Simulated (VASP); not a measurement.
A run of VASP 6.6.1 is set up as follows.

File INCAR:

```
SYSTEM = BeCo
  ALGO = Normal
  EDIFF = 1E-7
  ENCUT = 520
  GGA = PS
  ISIF = 2
  ISMEAR = 0
  ISPIN = 2
  LASPH = .TRUE.
  LCHARG = .FALSE.
  LMAXMIX = 4
  LORBIT = 11
  LREAL = .FALSE.
  LWAVE = .FALSE.
  MAGMOM = 0 0.49
  NBANDS = 16
  NELM = 150
  PREC = Accurate
  SIGMA = 0.15
```

KPOINTS

```
k-points
0
G
  18 18 18
  0 0 0
```

The input POSCAR:

```
BeCo
1.0
    2.6060000000      0.0000000000      0.0000000000
    0.0000000000      2.6060000000      0.0000000000
    0.0000000000      0.0000000000      2.6060000000
Be Co
1 1
Direct
    0.0000000000      0.1438986953      0.0000000000
    0.5000000000      0.5000000000      0.5000000000
```

Potentials or basis: VASP PAW PBE potentials, release 64 (Be, Co).

Command:

```console
$ cat potpaw_PBE.64/Be/POTCAR potpaw_PBE.64/Co/POTCAR > POTCAR
$ mpirun -np 1 vasp_std > vasp.out
```

Q: Estimate the net moment.

A: 0.35 μB per cell.

Q: What does it give for the pressure?

A: 1.8 GPa.

Q: Estimate the largest force.

A: 2.586 eV/Å.

Q: What does it give for the site moments?

A: Be -0.02; Co +0.37 μB.

Stress tensor (GPa, compression positive):
```
 6.32  0.00  0.00
 0.00 -7.32  0.00
 0.00  0.00  6.32
```

Caveat: the cell differs from its parent crystal (all Be atoms moved +0.375 Å, as atom 1 along Cartesian [0 1 0]); the stress differs along the axes, from -7 to 6 GPa; the PAW data sets were made with another functional, which shifts forces and pressure a little.
